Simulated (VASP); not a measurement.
# Mo3P3H in VASP: relaxation of the atoms with PBEsol

Aim: the relaxation of the atoms of Mo3P3H with PBEsol.

All numbers are computed with VASP 6.6.1; they aren't measurements. Logs are shortened: lines on timing, memory, paths and dates and some standing lists are left out, and cuts for length are marked.

### Step 1. The cell of the first run

The cell holds a slab with vacuum, 7 atoms: a = 3.174 Å, b = 3.206 Å, c = 25.479 Å, α = 90.00°, β = 90.00°, γ = 90.00°.

### Step 2. Relaxation of the atoms, PBEsol

Input file INCAR:

```
SYSTEM = Mo3P3H
ALGO     = Normal         ! electronic algorithm
DIPOL    = 0.5 0.5 0.483
EDIFF    = 1E-7           ! SCF threshold, eV
EDIFFG   = -0.02          ! ionic threshold
ENCUT    = 450            ! plane-wave cutoff, eV
GGA      = PS             ! functional
GGA_COMPAT= .FALSE.      
IBRION   = 2              ! ionic algorithm
IDIPOL   = 3            
ISIF     = 2              ! what is computed and relaxed
ISMEAR   = 0              ! smearing method
LASPH    = .TRUE.         ! aspherical terms in the spheres
LCHARG   = .FALSE.        ! write CHGCAR
LDIPOL   = .TRUE.       
LREAL    = .FALSE.        ! projectors in reciprocal space
LWAVE    = .FALSE.        ! write WAVECAR
NELM     = 120            ! most SCF steps
NELMDL   = -8           
NELMIN   = 4            
NSW      = 45             ! ionic steps
PREC     = Accurate       ! precision mode
SIGMA    = 0.1            ! smearing width, eV
```

Input file KPOINTS:

```
k-points
0
G
  9 9 1
  0 0 0
```

Input file POSCAR:

```
Mo3P3H
1.0
    3.1741350969      0.0000000000      0.0000000000
    0.0000000000      3.2062346803      0.0000000000
    0.0000000000      0.0000000000     25.4789215952
Mo P H
3 3 1
Selective dynamics
Direct
    0.0000000000      0.5000000000      0.3336090960  F F F
    0.0000000000      0.0000000000      0.4425886174  F F F
    0.0000000000      0.5000000000      0.5501261364  F F F
    0.5000000000      0.0000000000      0.3699356032  F F F
    0.5000000000      0.5000000000      0.4792943049  F F F
    0.5000000000      0.0000000000      0.5907329554  F F F
    1.0000000000      0.2500000000      0.6158517579  F F T
```

Potentials or basis: VASP PAW PBE potentials, release 64 (Mo_sv, P, H).

Command:

```
$ cat potpaw_PBE.64/Mo_sv/POTCAR potpaw_PBE.64/P/POTCAR potpaw_PBE.64/H/POTCAR > POTCAR
$ mpirun -np 1 vasp_std > vasp.out
```

OUTCAR:

```text
SYSTEM = Mo3P3H
   EDIFF = 1E-7
   EDIFFG = -0.02
   ENCUT = 450
   GGA = PS
   IBRION = 2
   ISIF = 2
   ISMEAR = 0
   LASPH = .TRUE.
   LREAL = .FALSE.
   NELM = 120
   NELMDL = -8
   NELMIN = 4
   NSW = 45
   PREC = Accurate

 ion  position               nearest neighbor table
   1  0.000  0.500  0.334-   4 2.44   4 2.44   4 2.44   4 2.44   2 3.21   2 3.21
   2  0.000  0.000  0.443-   4 2.44   4 2.44   5 2.44   5 2.44   5 2.44   5 2.44   3 3.17   3 3.17
                             1 3.21   1 3.21
   3  0.000  0.500  0.550-   7 1.86   5 2.40   5 2.40   6 2.48   6 2.48   6 2.48   6 2.48   2 3.17
                             2 3.17
   4  0.500  0.000  0.370-   2 2.44   2 2.44   1 2.44   1 2.44   1 2.44   1 2.44
   5  0.500  0.500  0.479-   3 2.40   3 2.40   2 2.44   2 2.44   2 2.44   2 2.44
   6  0.500  0.000  0.591-   7 1.89   7 1.89   3 2.48   3 2.48   3 2.48   3 2.48
   7  0.000  0.250  0.616-   3 1.86   6 1.89   6 1.89

  LATTYP: Found a simple orthorhombic cell.
 ALAT       =     3.1741350969
 B/A-ratio  =     1.0101128599
 C/A-ratio  =     8.0270438458

  Lattice vectors:

 A1 = (   3.1741350969,   0.0000000000,   0.0000000000)
 A2 = (   0.0000000000,   3.2062346803,   0.0000000000)
 A3 = (   0.0000000000,   0.0000000000,  25.4789215952)

Analysis of symmetry for initial positions (statically):
=====================================================================
 Subroutine PRICEL returns:
 Original cell was already a primitive cell.

 Routine SETGRP: Setting up the symmetry group for a
 simple orthorhombic supercell.

 Subroutine GETGRP returns: Found  2 space group operations
 (whereof  2 operations were pure point group operations)
 out of a pool of  8 trial point group operations.

The static configuration has the point symmetry C_1h.

Analysis of symmetry for dynamics (positions and initial velocities):
=====================================================================
 Subroutine PRICEL returns:
 Original cell was already a primitive cell.

 Routine SETGRP: Setting up the symmetry group for a
 simple orthorhombic supercell.

 Subroutine GETGRP returns: Found  2 space group operations
 (whereof  2 operations were pure point group operations)
 out of a pool of  8 trial point group operations.

The dynamic configuration has the point symmetry C_1h.

Analysis of constrained symmetry for selective dynamics:
=====================================================================
 Subroutine PRICEL returns:
 Original cell was already a primitive cell.

 Routine SETGRP: Setting up the symmetry group for a
 simple orthorhombic supercell.

 Subroutine GETGRP returns: Found  2 space group operations
 (whereof  2 operations were pure point group operations)
 out of a pool of  8 trial point group operations.

The constrained configuration has the point symmetry C_1h.

 Subroutine INISYM returns: Found  2 space group operations
 (whereof  2 operations are pure point group operations),
 and found     1 'primitive' translations

----------------------------------------------------------------------------------------

                                     Primitive cell

  volume of cell :     259.2995

  direct lattice vectors                    reciprocal lattice vectors
     3.174135097  0.000000000  0.000000000     0.315046452  0.000000000  0.000000000
     0.000000000  3.206234680  0.000000000     0.000000000  0.311892328  0.000000000
     0.000000000  0.000000000 25.478921595     0.000000000  0.000000000  0.039248129

  length of vectors
     3.174135097  3.206234680 25.478921595     0.315046452  0.311892328  0.039248129

  position of ions in fractional coordinates (direct lattice)
     0.000000000  0.500000000  0.333609096
     0.000000000  0.000000000  0.442588617
     0.000000000  0.500000000  0.550126136
     0.500000000  0.000000000  0.369935603
     0.500000000  0.500000000  0.479294305
     0.500000000  0.000000000  0.590732955
     0.000000000  0.250000000  0.615851758

  ion indices of the primitive-cell ions
   primitive index   ion index
                 1           1
                 2           2
                 3           3
                 4           4
                 5           5
                 6           6
                 7           7

----------------------------------------------------------------------------------------

 KPOINTS: k-points

Automatic generation of k-mesh.
 Grid dimensions read from file:
 generate k-points for:    9    9    1

 Generating k-lattice:

  Cartesian coordinates                     Fractional coordinates (reciprocal lattice)
     0.035005161  0.000000000  0.000000000     0.111111111  0.000000000  0.000000000
     0.000000000  0.034654703  0.000000000     0.000000000  0.111111111  0.000000000
     0.000000000  0.000000000  0.039248129     0.000000000  0.000000000  1.000000000

  Length of vectors
     0.035005161  0.034654703  0.039248129

  Shift w.r.t. Gamma in fractional coordinates (k-lattice)
     0.000000000  0.000000000  0.000000000

 Subroutine IBZKPT returns following result:
 ===========================================

 Found     25 irreducible k-points:

 Following reciprocal coordinates:
            Coordinates               Weight
  0.000000  0.000000  0.000000      1.000000
  0.111111  0.000000  0.000000      2.000000
  0.222222  0.000000  0.000000      2.000000
  0.333333  0.000000  0.000000      2.000000
  0.444444  0.000000  0.000000      2.000000
  0.000000  0.111111  0.000000      2.000000
[... 16 lines left out ...]
  0.222222  0.444444  0.000000      4.000000
  0.333333  0.444444  0.000000      4.000000
   k-points           NKPTS =     25   k-points in BZ     NKDIM =     25   number of bands    NBANDS=     34
   number of dos      NEDOS =    301   number of ions     NIONS =      7
   total plane-waves  NPLWV = 103680
   dimension x,y,z NGX =    24 NGY =   24 NGZ =  180
   dimension x,y,z NGXF=    48 NGYF=   48 NGZF=  360
   ions per type =               3   3   1
   NGX,Y,Z   is equivalent  to a cutoff of  12.57, 12.44, 11.74 a.u.
   NGXF,Y,Z  is equivalent  to a cutoff of  25.14, 24.89, 23.49 a.u.
 SYSTEM =  Mo3P3H
   PREC   = accura    normal or accurate (medium, high low for compatibility)
   ISTART =      0    job   : 0-new  1-cont  2-samecut
   ICHARG =      2    charge: 1-file 2-atom 10-const
   ISPIN  =      1    spin polarized calculation?
   LNONCOLLINEAR =      F non collinear calculations
   LSORBIT =      F    spin-orbit coupling
   LASPH  =      T    aspherical Exc in radial PAW
   ENCUT  =  450.0 eV  33.07 Ry    5.75 a.u.   5.49  5.55 44.07*2*pi/ulx,y,z
   NELM   =    120;   NELMIN=  4; NELMDL= -8     # of ELM steps
   EDIFF  = 0.1E-06   stopping-criterion for ELM
   LREAL  =      F    real-space projection
   EDIFFG = -.2E-01   stopping-criterion for IOM
   NSW    =     45    number of steps for IOM
   IBRION =      2    ionic relax: 0-MD 1-quasi-New 2-CG
   NFREE  =      1    steps in history (QN), initial steepest desc. (CG)
   ISIF   =      2    stress and relaxation
   ISYM   =      2    0-nonsym 1-usesym 2-fastsym
   POTIM  = 0.5000    time-step for ionic-motion
   TEBEG  =    0.0;   TEEND  =   0.0 temperature during run
   PSTRESS=    0.0 pullay stress
   NELECT =      58.0000    total number of electrons
   NUPDOWN=      -1.0000    fix difference up-down
   EMIN   =  10.00;   EMAX   =-10.00  energy-range for DOS
   EFERMI =   0.00;   METHOD = LEGACY
   ISMEAR =     0;   SIGMA  =   0.10  broadening in eV -4-tet -1-fermi 0-gaus
   EFERMI_NEDOS =   21; number of points for ismear=-14 and -15
   IALGO  =     38    algorithm
   IMIX   =      4    mixing-type and parameters
     AMIX     =   0.40;   BMIX     =  1.00
     AMIX_MAG =   1.60;   BMIX_MAG =  1.00
  volume/ion in A,a.u.               =      37.04       249.98
  Fermi-wavevector in a.u.,A,eV,Ry     =   0.993765  1.877943 13.436683  0.987568
  Thomas-Fermi vector in A             =   2.125669
   LORBIT       =      0    0 simple, 1 ext, 2 COOP (PROOUT), +10 PAW based schemes
   GGA     = PS    functional components
   LHFCALC =     F    Hartree Fock is set to
   AEXX    =    0.0000 exact exchange contribution
   IVDW    =     0    specifies the selected vdW correction
   LEPSILON=     F    determine dielectric tensor
   LRPA    =     F    only Hartree local field effects (RPA)
 conjugate gradient relaxation of ions
 non-spin polarized calculation
 Gauss-broadening in eV      SIGMA  =   0.10
  energy-cutoff  :      450.00
  volume of cell :      259.30
 maximum number of plane-waves:      5697
 NGX is ok and might be reduce to    24
   NGX = 11   NGY = 11   NGZ = 89

 dipolmoment           0.000000      0.000000     -0.122720 electrons x Angstroem

 number of electron      58.0000008 magnetization

 dipolmoment           0.000000      0.000000      0.032425 electrons x Angstroem

 Free energy of the ion-electron system (eV)
  ---------------------------------------------------
  ext. energy  EPLUGINS =         0.00000000
  ---------------------------------------------------
  free energy    TOTEN  =       -56.89180437 eV

  energy without entropy =      -56.86240700  energy(sigma->0) =      -56.87710568

 E-fermi :   0.7602     XC(G=0):  -5.0511

 val. band max:        0.7390561895   @ k =   0.0000   0.4444   0.0000
 cond. band min:       0.7646346232   @ k =   0.1111   0.1111   0.0000
 fundamental gap:      0.0255784336
 Fermi energy:         0.7602122089

 k-point     1 :       0.0000    0.0000    0.0000
  band No.  band energies     occupation
      1     -60.3278      2.00000
      2     -60.1159      2.00000
      3     -59.9114      2.00000
      4     -34.5741      2.00000
      5     -34.4573      2.00000
      6     -34.3787      2.00000
[... 26 lines left out ...]
     33       2.3948      0.00000
     34       2.9149      0.00000
[... 820 lines left out ...]
      4     -34.6440      2.00000
      5     -34.6067      2.00000
      6     -34.4916      2.00000
[... 26 lines left out ...]
     33       2.7116      0.00000
     34       3.2358      0.00000

 [... further k-points ...]

------------------------ aborting loop because EDIFF is reached ----------------------------------------

 vacuum level on the upper side and lower side of the slab       (xc-potential included)         0.163        -0.388

  FORCE on cell =-STRESS in cart. coord.  units (eV):
  Direction    XX          YY          ZZ          XY          YZ          ZX
  --------------------------------------------------------------------------------------
  -------------------------------------------------------------------------------------
  Total       -2.9431064     -3.5576086     -1.3657036      0.0000000      1.0490918      0.0000000
  in kB      -18.1850622    -21.9819894     -8.4385004      0.0000000      6.4821983      0.0000000
  external PRESSURE =     -16.2018507 kB  Pullay stress =       0.0000000 kB

 VOLUME and BASIS-vectors are now :
 -----------------------------------------------------------------------------
  energy-cutoff  :      450.00
  volume of cell :      259.30
      direct lattice vectors                 reciprocal lattice vectors
     3.174135097  0.000000000  0.000000000     0.315046452  0.000000000  0.000000000
     0.000000000  3.206234680  0.000000000     0.000000000  0.311892328  0.000000000
     0.000000000  0.000000000 25.478921595     0.000000000  0.000000000  0.039248129

 POSITION                                       TOTAL-FORCE (eV/Angst)
 -----------------------------------------------------------------------------------
      0.00000      1.60312      8.50000         0.000000      0.013789      1.988140
      0.00000      0.00000     11.27668         0.000000      0.095593     -0.441668
      0.00000      1.60312     14.01662         0.000000     -0.750778     -0.027893
      1.58707      0.00000      9.42556         0.000000     -0.029246     -1.718940
      1.58707      1.60312     12.21190         0.000000     -0.021639     -0.141729
      1.58707      0.00000     15.05124         0.000000     -0.083310      0.351624
      0.00000      0.80156     15.69124         0.000000      0.775592     -0.009535
 -----------------------------------------------------------------------------------
    total drift:                                0.000000     -0.000014     -0.000870

  FREE ENERGIE OF THE ION-ELECTRON SYSTEM (eV)
  ---------------------------------------------------
  free  energy   TOTEN  =       -56.8918043654 eV

  energy  without entropy=      -56.8624069964  energy(sigma->0) =      -56.87710568

 reached required accuracy - stopping structural energy minimisation

 vacuum level on the upper side and lower side of the slab         5.699         5.133
```

It took 12 min on 1 thread of Oxide Virtual Turin-like, shared host; peak memory 0.36 GiB.

Results:

```
Free energy            : -56.8918 eV
Band gap on the k mesh : zero (bands 29 and 30 overlap by 0.85 eV)
```

Final structure:
```cif
data_structure
_symmetry_space_group_name_H-M 'P 1'
_symmetry_Int_Tables_number 1
_cell_length_a 3.1741
_cell_length_b 3.2062
_cell_length_c 25.4789
_cell_angle_alpha 90.000
_cell_angle_beta 90.000
_cell_angle_gamma 90.000
_cell_volume 259.30
loop_
_atom_site_label
_atom_site_type_symbol
_atom_site_fract_x
_atom_site_fract_y
_atom_site_fract_z
_atom_site_occupancy
Mo1 Mo 0.00000 0.50000 0.33361 1
Mo2 Mo 0.00000 0.00000 0.44259 1
Mo3 Mo 0.00000 0.50000 0.55013 1
P1 P 0.50000 0.00000 0.36994 1
P2 P 0.50000 0.50000 0.47929 1
P3 P 0.50000 0.00000 0.59073 1
H1 H 0.00000 0.25000 0.61585 1
```

Caveat: the relaxation stopped at its first step, so nothing moved; the PAW data sets were made with another functional, which shifts forces and pressure a little.

The gap in the log of VASP goes by the Fermi energy; the results here count the filled bands.